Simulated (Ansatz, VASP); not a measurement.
# One calculation of BN, two programs

The input POSCAR:

```
BN
1.0
    2.5039917043      0.0000000000      0.0000000000
   -1.2519958522      2.1685204268      0.0000000000
    0.0000000000      0.0000000000      6.4946700000
B N
2 2
Direct
    0.3333333333      0.6666666667      0.2500000000
    0.6666666667      0.3333333333      0.7500000000
    0.3333333333      0.6666666667      0.7500000000
    0.6666666667      0.3333333333      0.2500000000
```

File INCAR.step1:

```
SYSTEM = BN
PREC = Accurate
ENCUT = 520
ISMEAR = 0
SIGMA = 0.05
LREAL = .FALSE.
LASPH = .TRUE.
NELM = 60
NBANDS = 16
GGA = PE
ALGO = Normal
EDIFF = 1E-4
LWAVE = .TRUE.
LCHARG = .FALSE.
```

The input INCAR.step2:

```
SYSTEM = BN
PREC = Accurate
ENCUT = 520
EDIFF = 1E-7
ISMEAR = 0
SIGMA = 0.05
LREAL = .FALSE.
LASPH = .TRUE.
NELM = 60
ALGO = Normal
ISIF = 2
LWAVE = .FALSE.
LCHARG = .TRUE.
METAGGA = R2SCAN
LMIXTAU = .TRUE.
LELF = .TRUE.
LVHAR = .TRUE.
NBANDS = 16
ISTART = 1
```

Contents of KPOINTS:

```
Automatic mesh
0
G
  12 12 4
  0 0 0
```

Input for Ansatz:

```yaml
crystal:
  lattice:
    - [2.5039917043, 0.0, 0.0]
    - [-1.2519958522, 2.1685204268, 0.0]
    - [0.0, 0.0, 6.49467]
  atoms:
    - { symbol: B, position: [0.3333333333, 0.6666666667, 0.25] }
    - { symbol: B, position: [0.6666666667, 0.3333333333, 0.75] }
    - { symbol: "N", position: [0.3333333333, 0.6666666667, 0.75] }
    - { symbol: "N", position: [0.6666666667, 0.3333333333, 0.25] }
basis:
  ecutwfc: 500
kpoints:
  mp_grid: { grid: [12, 12, 4] }
hamiltonian:
  xc: r2scan
scf:
  occupations: { method: gaussian, width: 0.05 }
output:
  forces: true
  stress: true
  eigenvalues: true
  write_density: true
  write_potential: true
  elf: true
  volumetric_format: npy
```

Change from the starting cell: strain +0.000 along x and y, -0.025 along z, atoms carried along.

Alike in both runs: task single point; functional r2SCAN; k mesh 12 × 12 × 4; occupations gaussian, width 0.05 eV; no spin polarisation.

|  | VASP | Ansatz |
| --- | --- | --- |
| version | VASP 6.6.1 | Ansatz 0.2.0 |
| potentials or method | VASP PAW PBE potentials, release 64 (B, N), cutoff 520 eV | scalar-relativistic, plane waves, PAW |
| valence electrons in the cell | 16 | 16 |

VASP gave:

| Item | Value |
| --- | --- |
| gap on the k mesh at the Fermi level (eV) | 4.83 |
| least direct gap on the mesh (eV) | 5.23 |
| pressure (GPa) | 0.1 |
| traceless stress, the component that is largest in VASP (GPa) | 1.38 |

Problem. What did Ansatz give for the same quantities?

Solution. gap on the k mesh at the Fermi level (eV): 4.79; least direct gap on the mesh (eV): 5.19; pressure (GPa): -0.3; traceless stress, the component that is largest in VASP (GPa): 2.07.

VASP's potentials were made for PBE, not for r2SCAN.
